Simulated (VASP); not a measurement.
# LiReS3 (Pm-3m) in VASP: single point with PBE

Aim: the single point of LiReS3 with PBE.

All numbers are computed with VASP 6.6.1; they aren't measurements. Logs are shortened: lines on timing, memory, paths and dates and some standing lists are left out, and cuts for length are marked.

**1. The cell of the first run**

It takes space group Pm-3m (No. 221, cubic). Conventional cell: a = 4.211 Å, b = 4.211 Å, c = 4.211 Å, α = 90.00°, β = 90.00°, γ = 90.00°. Within 2.8 Å of Li (site symmetry m-3m) lie 6 S at 2.11 Å. Within 3.9 Å of Re (site symmetry m-3m) lie 12 S at 2.98 Å and 8 Li at 3.65 Å. S (site symmetry 4/mmm) has 2 Li at 2.11 Å within 2.8 Å.

**2. Single point, PBE, collinear spin**

INCAR reads:

```
SYSTEM = LiReS3
PREC     = Accurate       ! precision mode
ENCUT    = 1000           ! plane-wave cutoff, eV
EDIFF    = 1E-6           ! SCF threshold, eV
ISMEAR   = 0              ! smearing method
SIGMA    = 0.1            ! smearing width, eV
LREAL    = .False.        ! projectors in reciprocal space
LASPH    = .True.         ! aspherical terms in the spheres
NELM     = 300            ! most SCF steps
ALGO     = All            ! electronic algorithm
ISIF     = 2              ! what is computed and relaxed
LWAVE    = .False.        ! write WAVECAR
LCHARG   = .False.        ! write CHGCAR
ISPIN    = 2              ! spin polarisation
MAGMOM   = 0 1 0 0 0      ! initial moments
LORBIT   = 11             ! projections on sites
LMAXMIX  = 4              ! l up to which the mixer works
GGA      = PE             ! functional
NBANDS   = 26             ! bands
GGA_COMPAT= .False.      
ISEARCH  = 1            
KPAR     = 4
```

KPOINTS reads:

```
Automatic mesh
0
Gamma
  4 4 4
  0 0 0
```

POSCAR reads:

```
LiReS3
1.0
    4.2106472729      0.0000000000      0.0000000000
    0.0000000000      4.2106472729      0.0000000000
    0.0000000000      0.0000000000      4.2106472729
Li Re S
1 1 3
Direct
    0.0000000000      0.0000000000      0.0000000000
    0.5000000000      0.5000000000      0.5000000000
    0.5000000000      0.0000000000      0.0000000000
    0.0000000000      0.5000000000      0.0000000000
    0.0000000000      0.0000000000      0.5000000000
```

Potentials or basis: VASP PAW PBE potentials, release 64 (Li_sv, Re, S).

Run with:

```sh
$ cat potpaw_PBE.64/Li_sv/POTCAR potpaw_PBE.64/Re/POTCAR potpaw_PBE.64/S/POTCAR > POTCAR
$ mpirun -np 4 vasp_std > vasp.out
```

OUTCAR:

```text
SYSTEM = LiReS3
   PREC = Accurate
   ENCUT = 1000
   EDIFF = 1E-6
   ISMEAR = 0
   LREAL = .False.
   LASPH = .True.
   NELM = 300
   ISIF = 2
   ISPIN = 2
   LORBIT = 11
   GGA = PE

 ion  position               nearest neighbor table
   1  0.000  0.000  0.000-   3 2.11   4 2.11   5 2.11   5 2.11   4 2.11   3 2.11
   2  0.500  0.500  0.500-   3 2.98   4 2.98   5 2.98   3 2.98   4 2.98   3 2.98   5 2.98   3 2.98
                             4 2.98   5 2.98   4 2.98   5 2.98
   3  0.500  0.000  0.000-   1 2.11   1 2.11   2 2.98   2 2.98   2 2.98   2 2.98
   4  0.000  0.500  0.000-   1 2.11   1 2.11   2 2.98   2 2.98   2 2.98   2 2.98
   5  0.000  0.000  0.500-   1 2.11   1 2.11   2 2.98   2 2.98   2 2.98   2 2.98

  LATTYP: Found a simple cubic cell.
 ALAT       =     4.2106472729

  Lattice vectors:

 A1 = (   4.2106472729,   0.0000000000,   0.0000000000)
 A2 = (   0.0000000000,   4.2106472729,   0.0000000000)
 A3 = (   0.0000000000,   0.0000000000,   4.2106472729)

Analysis of symmetry for initial positions (statically):
=====================================================================
 Subroutine PRICEL returns:
 Original cell was already a primitive cell.

 Routine SETGRP: Setting up the symmetry group for a
 simple cubic supercell.

 Subroutine GETGRP returns: Found 48 space group operations
 (whereof 48 operations were pure point group operations)
 out of a pool of 48 trial point group operations.

The static configuration has the point symmetry O_h .

Analysis of symmetry for dynamics (positions and initial velocities):
=====================================================================
 Subroutine PRICEL returns:
 Original cell was already a primitive cell.

 Routine SETGRP: Setting up the symmetry group for a
 simple cubic supercell.

 Subroutine GETGRP returns: Found 48 space group operations
 (whereof 48 operations were pure point group operations)
 out of a pool of 48 trial point group operations.

The dynamic configuration has the point symmetry O_h .

Analysis of structural, dynamic, and magnetic symmetry:
=====================================================================
 Subroutine PRICEL returns:
 Original cell was already a primitive cell.

 Routine SETGRP: Setting up the symmetry group for a
 simple cubic supercell.

 Subroutine GETGRP returns: Found 48 space group operations
 (whereof 48 operations were pure point group operations)
 out of a pool of 48 trial point group operations.

The overall configuration has the point symmetry O_h .

 Subroutine INISYM returns: Found 48 space group operations
 (whereof 48 operations are pure point group operations),
 and found     1 'primitive' translations

----------------------------------------------------------------------------------------

                                     Primitive cell

  volume of cell :      74.6529

  direct lattice vectors                    reciprocal lattice vectors
     4.210647273  0.000000000  0.000000000     0.237493177  0.000000000  0.000000000
     0.000000000  4.210647273  0.000000000     0.000000000  0.237493177  0.000000000
     0.000000000  0.000000000  4.210647273     0.000000000  0.000000000  0.237493177

  length of vectors
     4.210647273  4.210647273  4.210647273     0.237493177  0.237493177  0.237493177

  position of ions in fractional coordinates (direct lattice)
     0.000000000  0.000000000  0.000000000
     0.500000000  0.500000000  0.500000000
     0.500000000  0.000000000  0.000000000
     0.000000000  0.500000000  0.000000000
     0.000000000  0.000000000  0.500000000

  ion indices of the primitive-cell ions
   primitive index   ion index
                 1           1
                 2           2
                 3           3
                 4           4
[... 22 lines left out ...]

 Subroutine IBZKPT returns following result:
 ===========================================

 Found     10 irreducible k-points:

 Following reciprocal coordinates:
            Coordinates               Weight
  0.000000  0.000000  0.000000      1.000000
  0.250000  0.000000  0.000000      6.000000
  0.500000  0.000000  0.000000      3.000000
  0.250000  0.250000  0.000000     12.000000
  0.500000  0.250000  0.000000     12.000000
  0.500000  0.500000  0.000000      3.000000
  0.250000  0.250000  0.250000      8.000000
  0.500000  0.250000  0.250000     12.000000
  0.500000  0.500000  0.250000      6.000000
  0.500000  0.500000  0.500000      1.000000
   k-points           NKPTS =     10   k-points in BZ     NKDIM =     10   number of bands    NBANDS=     26
   number of dos      NEDOS =    301   number of ions     NIONS =      5
   total plane-waves  NPLWV = 110592
   dimension x,y,z NGX =    48 NGY =   48 NGZ =   48
   dimension x,y,z NGXF=    96 NGYF=   96 NGZF=   96
   ions per type =               1   1   3
   NGX,Y,Z   is equivalent  to a cutoff of  18.95, 18.95, 18.95 a.u.
   NGXF,Y,Z  is equivalent  to a cutoff of  37.90, 37.90, 37.90 a.u.
 SYSTEM =  LiReS3
   PREC   = accura    normal or accurate (medium, high low for compatibility)
   ISTART =      0    job   : 0-new  1-cont  2-samecut
   ICHARG =      2    charge: 1-file 2-atom 10-const
   ISPIN  =      2    spin polarized calculation?
   LNONCOLLINEAR =      F non collinear calculations
   LSORBIT =      F    spin-orbit coupling
   LASPH  =      T    aspherical Exc in radial PAW
   ENCUT  = 1000.0 eV  73.50 Ry    8.57 a.u.  10.86 10.86 10.86*2*pi/ulx,y,z
   NELM   =    300;   NELMIN=  2; NELMDL= -5     # of ELM steps
   EDIFF  = 0.1E-05   stopping-criterion for ELM
   LREAL  =      F    real-space projection
   EDIFFG = 0.1E-04   stopping-criterion for IOM
   NSW    =      0    number of steps for IOM
   IBRION =     -1    ionic relax: 0-MD 1-quasi-New 2-CG
   NFREE  =      0    steps in history (QN), initial steepest desc. (CG)
   ISIF   =      2    stress and relaxation
   ISYM   =      2    0-nonsym 1-usesym 2-fastsym
   POTIM  = 0.5000    time-step for ionic-motion
   TEBEG  =    0.0;   TEEND  =   0.0 temperature during run
   PSTRESS=    0.0 pullay stress
   NELECT =      28.0000    total number of electrons
   NUPDOWN=      -1.0000    fix difference up-down
   EMIN   =  10.00;   EMAX   =-10.00  energy-range for DOS
   EFERMI =   0.00;   METHOD = LEGACY
   ISMEAR =     0;   SIGMA  =   0.10  broadening in eV -4-tet -1-fermi 0-gaus
   EFERMI_NEDOS =   21; number of points for ismear=-14 and -15
   IALGO  =     58    algorithm
   IMIX   =      4    mixing-type and parameters
     AMIX     =   0.40;   BMIX     =  1.00
     AMIX_MAG =   1.60;   BMIX_MAG =  1.00
  volume/ion in A,a.u.               =      14.93       100.76
  Fermi-wavevector in a.u.,A,eV,Ry     =   1.180625  2.231058 18.964826  1.393875
  Thomas-Fermi vector in A             =   2.316914
   LORBIT       =     11    0 simple, 1 ext, 2 COOP (PROOUT), +10 PAW based schemes
   GGA     = PE    functional components
   LHFCALC =     F    Hartree Fock is set to
   AEXX    =    0.0000 exact exchange contribution
   IVDW    =     0    specifies the selected vdW correction
   LEPSILON=     F    determine dielectric tensor
   LRPA    =     F    only Hartree local field effects (RPA)
 spin polarized calculation
 Gauss-broadening in eV      SIGMA  =   0.10
  energy-cutoff  :     1000.00
  volume of cell :       74.65
 maximum number of plane-waves:      5400
 NGX is ok and might be reduce to    48
   NGX = 21   NGY = 21   NGZ = 21

 number of electron      28.0000000 magnetization       0.1472833

 Free energy of the ion-electron system (eV)
  ---------------------------------------------------
  ext. energy  EPLUGINS =         0.00000000
  ---------------------------------------------------
  free energy    TOTEN  =       -21.22165659 eV

  energy without entropy =      -21.20698487  energy(sigma->0) =      -21.21432073

 E-fermi :   6.4195     XC(G=0): -11.2184

 val. band max:        6.3421190140   @ k =   0.5000   0.5000   0.5000
 cond. band min:       6.4521285224   @ k =   0.0000   0.0000   0.0000
 fundamental gap:      0.1100095084
 Fermi energy:         6.4195281312

 spin component 1

 k-point     1 :       0.0000    0.0000    0.0000
  band No.  band energies     occupation
      1     -37.8122      1.00000
      2      -8.5818      1.00000
      3      -4.9518      1.00000
      4      -4.9518      1.00000
      5       0.7552      1.00000
      6       0.7552      1.00000
[... 279 lines left out ...]
     25      16.8618      0.00000
     26      17.8073      0.00000
 Fermi energy:         6.4195281312

 spin component 2

 k-point     1 :       0.0000    0.0000    0.0000
  band No.  band energies     occupation
      1     -37.8103      1.00000
      2      -8.5972      1.00000
      3      -4.9746      1.00000
      4      -4.9746      1.00000
      5       0.7450      1.00000
      6       0.7450      1.00000
[... 279 lines left out ...]
     25      16.8358      0.00000
     26      17.8390      0.00000

------------------------ aborting loop because EDIFF is reached ----------------------------------------

  FORCE on cell =-STRESS in cart. coord.  units (eV):
  Direction    XX          YY          ZZ          XY          YZ          ZX
  --------------------------------------------------------------------------------------
  -------------------------------------------------------------------------------------
  Total        0.0414931      0.0414931      0.0414931      0.0000000     -0.0000000      0.0000000
  in kB        0.8905116      0.8905116      0.8905116      0.0000000     -0.0000000      0.0000000
  external PRESSURE =       0.8905116 kB  Pullay stress =       0.0000000 kB

 VOLUME and BASIS-vectors are now :
 -----------------------------------------------------------------------------
  energy-cutoff  :     1000.00
  volume of cell :       74.65
      direct lattice vectors                 reciprocal lattice vectors
     4.210647273  0.000000000  0.000000000     0.237493177  0.000000000  0.000000000
     0.000000000  4.210647273  0.000000000     0.000000000  0.237493177  0.000000000
     0.000000000  0.000000000  4.210647273     0.000000000  0.000000000  0.237493177

 POSITION                                       TOTAL-FORCE (eV/Angst)
 -----------------------------------------------------------------------------------
      0.00000      0.00000      0.00000         0.000000      0.000000      0.000000
      2.10532      2.10532      2.10532         0.000000      0.000000      0.000000
      2.10532      0.00000      0.00000         0.000000      0.000000      0.000000
      0.00000      2.10532      0.00000         0.000000      0.000000      0.000000
      0.00000      0.00000      2.10532         0.000000      0.000000      0.000000
 -----------------------------------------------------------------------------------
    total drift:                                0.000000     -0.000000      0.000000

  FREE ENERGIE OF THE ION-ELECTRON SYSTEM (eV)
  ---------------------------------------------------
  free  energy   TOTEN  =       -21.2216565929 eV

  energy  without entropy=      -21.2069755008  energy(sigma->0) =      -21.21431605

 total charge

# of ion       s       p       d       tot
------------------------------------------
    1        2.066   0.184   0.000   2.250
    2        0.368   0.181   4.552   5.101
    3        1.405   2.210   0.000   3.615
    4        1.405   2.210   0.000   3.615
    5        1.405   2.210   0.000   3.615
--------------------------------------------------
tot          6.650   6.994   4.552  18.196

 magnetization (x)

# of ion       s       p       d       tot
------------------------------------------
    1        0.000   0.000   0.000   0.001
    2        0.005   0.001   0.187   0.193
    3        0.001  -0.015   0.000  -0.015
    4        0.001  -0.015   0.000  -0.015
    5        0.001  -0.015   0.000  -0.015
--------------------------------------------------
tot          0.008  -0.045   0.187   0.150
```

It took 5.8 min on 4 MPI ranks of Intel Xeon Platinum 8375C at 2.90GHz (Ice Lake), shared host; peak memory 0.52 GiB.

What came out:

- Free energy: -21.2217 eV
- Pressure: 0.1 GPa
- Net moment: 0.15 μB per cell
- Site moments: Li +0.00; Re +0.19; S -0.01 μB
- Valence electrons inside the program's atomic spheres: Li 2.25; Re 5.10; S 3.62

Levels at points of the mesh, in eV from the Fermi level:
Spin up:
| k point | band 11 | band 12 | band 13 | band 14 | band 15 | band 16 | band 17 | band 18 |
| --- | --- | --- | --- | --- | --- | --- | --- | --- |
| (0.00, 0.00, 0.00) | -1.08 | -1.08 | -1.04 | -1.04 | -1.04 | 0.03 | 0.21 | 0.21 |
| (0.50, 0.00, 0.00) | -1.89 | -1.22 | -1.22 | -0.90 | -0.39 | 1.86 | 2.00 | 2.00 |
| (0.50, 0.50, 0.00) | -2.73 | -0.95 | -0.57 | -0.09 | 0.53 | 1.80 | 1.80 | 2.10 |
| (0.50, 0.50, 0.50) | -0.27 | -0.22 | -0.22 | -0.22 | 0.65 | 0.65 | 1.00 | 1.00 |
Spin down:
```csv
k point,band 12,band 13,band 14,band 15,band 16,band 17
"(0.00, 0.00, 0.00)",-0.99,-0.90,-0.90,-0.90,0.10,0.20
"(0.50, 0.00, 0.00)",-1.18,-1.18,-0.76,-0.28,1.91,2.08
"(0.50, 0.50, 0.00)",-0.89,-0.47,0.06,0.52,1.90,1.90
"(0.50, 0.50, 0.50)",-0.08,-0.08,-0.08,0.65,0.65,0.97
```

Caveat: the k points lie up to 0.37 Å⁻¹ apart; spin-orbit coupling is left out, which moves the levels of the heavy elements.
